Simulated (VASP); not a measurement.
# Zr2H3 (R-3m) in VASP: relaxation of cell and atoms with PBE

Aim: the relaxation of cell and atoms of Zr2H3 with PBE.

Everything below comes from runs of VASP 6.6.1. Logs are shortened: lines on timing, memory, paths and dates and some standing lists are left out, and cuts for length are marked.

### Step 1. The cell of the first run

Symmetry: R-3m, No. 166, trigonal system. The conventional cell has a = 2.948 Å, b = 2.948 Å, c = 20.497 Å, α = 90.00°, β = 90.00°, γ = 120.00°. Within 2.7 Å of Zr (site symmetry 3m) lie 6 H at 2.07 to 2.18 Å. Within 3.1 Å of H (site symmetry -3m) lie 6 Zr at 2.18 Å and 12 H at 2.95 to 3.06 Å. Within 2.7 Å of H (site symmetry 3m) lie 3 Zr at 2.07 Å and 3 H at 2.45 Å.

### Step 2. Relaxation of cell and atoms, PBE

File INCAR:

```
PREC = Accurate
ENCUT = 910
EDIFF = 1E-7
ISMEAR = 0
SIGMA = 0.1
LREAL = F
LASPH = T
NELM = 120
ALGO = Normal
ISIF = 3
LWAVE = F
LCHARG = F
GGA = PE
IBRION = 2
NSW = 90
EDIFFG = -0.04
GGA_COMPAT = F
NELMIN = 4
```

File KPOINTS:

```
regular mesh
0
Gamma
  6 6 6
```

File POSCAR:

```
Zr2H3
1.0
    1.4739448036      0.8509824291      6.8324818316
   -1.4739448036      0.8509824291      6.8324818316
    0.0000000000     -1.7019648583      6.8324818316
Zr H
2 3
Direct
    0.4000000000      0.4000000000      0.4000000000
    0.6000000000      0.6000000000      0.6000000000
    0.0000000000      0.0000000000      0.0000000000
    0.2095000000      0.2095000000      0.2095000000
    0.7905000000      0.7905000000      0.7905000000
```

Potentials or basis: VASP PAW PBE potentials, release 64 (Zr_sv, H_h).

Command:

```sh
$ cat potpaw_PBE.64/Zr_sv/POTCAR potpaw_PBE.64/H_h/POTCAR > POTCAR
$ mpirun -np 1 vasp_std > vasp.out
```

OUTCAR:

```text
PREC = Accurate
   ENCUT = 910
   EDIFF = 1E-7
   ISMEAR = 0
   LREAL = F
   LASPH = T
   NELM = 120
   ISIF = 3
   GGA = PE
   IBRION = 2
   NSW = 90
   EDIFFG = -0.04
   NELMIN = 4

 ion  position               nearest neighbor table
   1  0.400  0.400  0.400-   5 2.07   5 2.07   5 2.07   3 2.18   3 2.18   3 2.18   2 3.22   2 3.22
                             2 3.22
   2  0.600  0.600  0.600-   4 2.07   4 2.07   4 2.07   3 2.18   3 2.18   3 2.18   1 3.22   1 3.22
                             1 3.22
   3  0.000  0.000  0.000-   2 2.18   1 2.18   2 2.18   2 2.18   1 2.18   1 2.18
   4  0.209  0.209  0.209-   2 2.07   2 2.07   2 2.07
   5  0.791  0.791  0.791-   1 2.07   1 2.07   1 2.07

  LATTYP: Found a trigonal (rhomboedric) cell.
 ALAT       =     7.0412706494
 COS(alpha) =     0.9123624232

  Lattice vectors:

 A1 = (   1.4739448036,   0.8509824291,   6.8324818316)
 A2 = (  -1.4739448036,   0.8509824291,   6.8324818316)
 A3 = (   0.0000000000,  -1.7019648583,   6.8324818316)

Analysis of symmetry for initial positions (statically):
=====================================================================
 Subroutine PRICEL returns:
 Original cell was already a primitive cell.

 Routine SETGRP: Setting up the symmetry group for a
 trigonal (rhombohedral) supercell.

 Subroutine GETGRP returns: Found 12 space group operations
 (whereof 12 operations were pure point group operations)
 out of a pool of 12 trial point group operations.

The static configuration has the point symmetry D_3d.

Analysis of symmetry for dynamics (positions and initial velocities):
=====================================================================
 Subroutine PRICEL returns:
 Original cell was already a primitive cell.

 Routine SETGRP: Setting up the symmetry group for a
 trigonal (rhombohedral) supercell.

 Subroutine GETGRP returns: Found 12 space group operations
 (whereof 12 operations were pure point group operations)
 out of a pool of 12 trial point group operations.

The dynamic configuration has the point symmetry D_3d.

 Subroutine INISYM returns: Found 12 space group operations
 (whereof 12 operations are pure point group operations),
 and found     1 'primitive' translations

----------------------------------------------------------------------------------------

                                     Primitive cell

  volume of cell :      51.4199

  direct lattice vectors                    reciprocal lattice vectors
     1.473944804  0.850982429  6.832481832     0.339225729  0.195852066  0.048786567
    -1.473944804  0.850982429  6.832481832    -0.339225729  0.195852066  0.048786567
     0.000000000 -1.701964858  6.832481832     0.000000000 -0.391704132  0.048786567

  length of vectors
     7.041270649  7.041270649  7.041270649     0.394730612  0.394730612  0.394730612

  position of ions in fractional coordinates (direct lattice)
     0.400000000  0.400000000  0.400000000
     0.600000000  0.600000000  0.600000000
     0.000000000  0.000000000  0.000000000
     0.209500000  0.209500000  0.209500000
     0.790500000  0.790500000  0.790500000

  ion indices of the primitive-cell ions
   primitive index   ion index
                 1           1
                 2           2
                 3           3
                 4           4
                 5           5

----------------------------------------------------------------------------------------

 KPOINTS: regular mesh

Automatic generation of k-mesh.
 Grid dimensions read from file:
 generate k-points for:    6    6    6

 Generating k-lattice:

  Cartesian coordinates                     Fractional coordinates (reciprocal lattice)
     0.056537621  0.032642011  0.008131095     0.166666667 -0.000000000 -0.000000000
    -0.056537621  0.032642011  0.008131095    -0.000000000  0.166666667 -0.000000000
     0.000000000 -0.065284022  0.008131095     0.000000000  0.000000000  0.166666667

  Length of vectors
     0.065788435  0.065788435  0.065788435

  Shift w.r.t. Gamma in fractional coordinates (k-lattice)
     0.000000000  0.000000000  0.000000000

 Subroutine IBZKPT returns following result:
 ===========================================

 Found     32 irreducible k-points:

 Following reciprocal coordinates:
            Coordinates               Weight
  0.000000  0.000000  0.000000      1.000000
  0.166667  0.000000  0.000000      6.000000
  0.333333  0.000000  0.000000      6.000000
  0.500000  0.000000  0.000000      3.000000
  0.166667  0.166667  0.000000      6.000000
  0.333333  0.166667  0.000000     12.000000
[... 16 lines left out ...]
  0.500000  0.500000  0.166667      6.000000
 -0.333333  0.500000  0.166667     12.000000
 [... further k-points ...]
   k-points           NKPTS =     32   k-points in BZ     NKDIM =     32   number of bands    NBANDS=     17
   number of dos      NEDOS =    301   number of ions     NIONS =      5
   total plane-waves  NPLWV = 343000
   dimension x,y,z NGX =    70 NGY =   70 NGZ =   70
   dimension x,y,z NGXF=   140 NGYF=  140 NGZF=  140
   ions per type =               2   3
   NGX,Y,Z   is equivalent  to a cutoff of  16.53, 16.53, 16.53 a.u.
   NGXF,Y,Z  is equivalent  to a cutoff of  33.05, 33.05, 33.05 a.u.
 SYSTEM =  unknown system
   PREC   = accura    normal or accurate (medium, high low for compatibility)
   ISTART =      0    job   : 0-new  1-cont  2-samecut
   ICHARG =      2    charge: 1-file 2-atom 10-const
   ISPIN  =      1    spin polarized calculation?
   LNONCOLLINEAR =      F non collinear calculations
   LSORBIT =      F    spin-orbit coupling
   LASPH  =      T    aspherical Exc in radial PAW
   ENCUT  =  910.0 eV  66.88 Ry    8.18 a.u.  17.32 17.32 17.32*2*pi/ulx,y,z
   NELM   =    120;   NELMIN=  4; NELMDL= -5     # of ELM steps
   EDIFF  = 0.1E-06   stopping-criterion for ELM
   LREAL  =      F    real-space projection
   EDIFFG = -.4E-01   stopping-criterion for IOM
   NSW    =     90    number of steps for IOM
   IBRION =      2    ionic relax: 0-MD 1-quasi-New 2-CG
   NFREE  =      1    steps in history (QN), initial steepest desc. (CG)
   ISIF   =      3    stress and relaxation
   ISYM   =      2    0-nonsym 1-usesym 2-fastsym
   POTIM  = 0.5000    time-step for ionic-motion
   TEBEG  =    0.0;   TEEND  =   0.0 temperature during run
   PSTRESS=    0.0 pullay stress
   NELECT =      27.0000    total number of electrons
   NUPDOWN=      -1.0000    fix difference up-down
   EMIN   =  10.00;   EMAX   =-10.00  energy-range for DOS
   EFERMI =   0.00;   METHOD = LEGACY
   ISMEAR =     0;   SIGMA  =   0.10  broadening in eV -4-tet -1-fermi 0-gaus
   EFERMI_NEDOS =   21; number of points for ismear=-14 and -15
   IALGO  =     38    algorithm
   IMIX   =      4    mixing-type and parameters
     AMIX     =   0.40;   BMIX     =  1.00
     AMIX_MAG =   1.60;   BMIX_MAG =  1.00
  volume/ion in A,a.u.               =      10.28        69.40
  Fermi-wavevector in a.u.,A,eV,Ry     =   1.320745  2.495846 23.733551  1.744367
  Thomas-Fermi vector in A             =   2.450549
   LORBIT       =      0    0 simple, 1 ext, 2 COOP (PROOUT), +10 PAW based schemes
   GGA     = PE    functional components
   LHFCALC =     F    Hartree Fock is set to
   AEXX    =    0.0000 exact exchange contribution
   IVDW    =     0    specifies the selected vdW correction
   LEPSILON=     F    determine dielectric tensor
   LRPA    =     F    only Hartree local field effects (RPA)
 conjugate gradient relaxation of ions
 non-spin polarized calculation
 Gauss-broadening in eV      SIGMA  =   0.10
  energy-cutoff  :      910.00
  volume of cell :       51.42
 maximum number of plane-waves:      3235
 NGX is ok and might be reduce to    70
   NGX = 35   NGY = 35   NGZ = 35

--------------------------------------- Ionic step        1  -------------------------------------------

 number of electron      27.0000000 magnetization

 Free energy of the ion-electron system (eV)
  ---------------------------------------------------
  ext. energy  EPLUGINS =         0.00000000
  ---------------------------------------------------
  free energy    TOTEN  =       -27.83517619 eV

  energy without entropy =      -27.81708535  energy(sigma->0) =      -27.82613077

------------------------ aborting loop because EDIFF is reached ----------------------------------------

  FORCE on cell =-STRESS in cart. coord.  units (eV):
  Direction    XX          YY          ZZ          XY          YZ          ZX
  --------------------------------------------------------------------------------------
  -------------------------------------------------------------------------------------
  Total        6.9591906      6.9591906      2.2626994      0.0000000     -0.0000000      0.0000000
  in kB      216.8391828    216.8391828     70.5027233      0.0000000     -0.0000000      0.0000000
  external PRESSURE =     168.0603629 kB  Pullay stress =       0.0000000 kB
[... 98 lines left out ...]
  FREE ENERGIE OF THE ION-ELECTRON SYSTEM (eV)
  ---------------------------------------------------
  free  energy   TOTEN  =       -28.2275357113 eV

  energy  without entropy=      -28.2079256021  energy(sigma->0) =      -28.21773066

[... ionic steps 4 to 15 ...]

--------------------------------------- Ionic step       16  -------------------------------------------

 number of electron      27.0000000 magnetization

------------------------ aborting loop because EDIFF is reached ----------------------------------------
[... 73 lines left out ...]
--------------------------------------- Ionic step       18  -------------------------------------------

 number of electron      27.0000000 magnetization

 Free energy of the ion-electron system (eV)
  ---------------------------------------------------
  ext. energy  EPLUGINS =         0.00000000
  ---------------------------------------------------
  free energy    TOTEN  =       -28.33785900 eV

  energy without entropy =      -28.31222435  energy(sigma->0) =      -28.32504168

 E-fermi :   6.4952     XC(G=0): -10.0077

 val. band max:        6.4830764193   @ k =   0.5000   0.5000   0.1667
 cond. band min:       6.5024009731   @ k =  -0.3333   0.3333   0.3333
 fundamental gap:      0.0193245538
 Fermi energy:         6.4952491483

 k-point     1 :       0.0000    0.0000    0.0000
  band No.  band energies     occupation
      1     -42.4230      2.00000
      2     -42.3665      2.00000
      3     -20.8040      2.00000
      4     -20.3531      2.00000
      5     -19.9724      2.00000
      6     -19.9724      2.00000
[... 457 lines left out ...]
      4     -20.7576      2.00000
      5     -20.4580      2.00000
      6     -20.3567      2.00000
[... 9 lines left out ...]
     16       8.6252      0.00000
     17       9.0053      0.00000

 [... further k-points ...]

------------------------ aborting loop because EDIFF is reached ----------------------------------------

  FORCE on cell =-STRESS in cart. coord.  units (eV):
  Direction    XX          YY          ZZ          XY          YZ          ZX
  --------------------------------------------------------------------------------------
  -------------------------------------------------------------------------------------
  Total        0.0378983      0.0378983     -0.0221857      0.0000000      0.0000000      0.0000000
  in kB        0.9559076      0.9559076     -0.5595905      0.0000000      0.0000000      0.0000000
  external PRESSURE =       0.4507416 kB  Pullay stress =       0.0000000 kB
[... 20 lines left out ...]
  FREE ENERGIE OF THE ION-ELECTRON SYSTEM (eV)
  ---------------------------------------------------
  free  energy   TOTEN  =       -28.3378590044 eV

  energy  without entropy=      -28.3122243462  energy(sigma->0) =      -28.32504168

 reached required accuracy - stopping structural energy minimisation
```

Run time: 39 min. Hardware: 1 thread of AMD EPYC 9R45 (Zen 5), shared host; peak memory 0.79 GiB.

What came out:

```yaml
Free_energy: -28.3379 eV
Relaxed_volume: 12.70 Å³/atom
Relaxed_cell: a = 7.639 Å, b = 7.639 Å, c = 7.639 Å, α = 23.75°, β = 23.75°, γ = 23.75°
Space_group_after_relaxing_to_0.1_Å: R-3m (No. 166)
Energy_gained_by_relaxing: 100.5 meV/atom
Ionic_steps: 18
Pressure_after_relaxing: 0.0 GPa
Largest_force_after_relaxing: 0.032 eV/Å
Band_gap_on_the_k_mesh: zero (an odd number of electrons rules out a gap without spin polarisation)
```

Forces on the atoms (eV/Å):
```
Zr   0.000  0.000 -0.032
Zr   0.000  0.000  0.032
H    0.000  0.000  0.000
H    0.000  0.000 -0.027
H    0.000  0.000  0.027
```

Step by step:
```
step  energy change (eV)  largest force (eV/Å)  pressure (GPa)  volume (Å³)
   1              0.0000                0.4140           16.81        51.42
   2             -0.3776                0.5595           -3.64        59.84
   3             -0.3924                0.5003           -0.85        58.29
   4             -0.4277                0.4112           -0.59        58.10
   5             -0.4669                0.2421            0.36        57.48
   6             -0.4675                0.2215            0.25        57.55
   7             -0.4773                0.1011            0.17        57.68
   8             -0.4773                0.1126            0.17        57.69
   9             -0.4801                0.1007            0.21        57.86
  10             -0.4869                0.0668            0.34        58.37
  11             -0.4944                0.0247            0.67        59.40
  12             -0.4942                0.1307            1.50        61.44
  13             -0.4959                0.1221            1.18        61.79
  14             -0.4987                0.0958            0.27        62.84
  15             -0.4989                0.0855           -0.06        63.24
  16             -0.4996                0.0804           -0.05        63.27
  17             -0.5012                0.0639           -0.02        63.36
  18             -0.5027                0.0319            0.05        63.52
```

Final structure:
```
Zr H
1.0
     1.57200    0.90759    7.42025
    -1.57200    0.90759    7.42025
     0.00000   -1.81519    7.42025
Zr H
2 3
Direct
  0.39464 0.39464 0.39464
  0.60536 0.60536 0.60536
  0.00000 0.00000 0.00000
  0.22517 0.22517 0.22517
  0.77483 0.77483 0.77483
```

Caveat: the k points lie up to 0.39 Å⁻¹ apart in the final cell, too coarse for converged energies and pressures of a metal; the volume moved by over 15 % at a fixed basis, so the end points are rough.
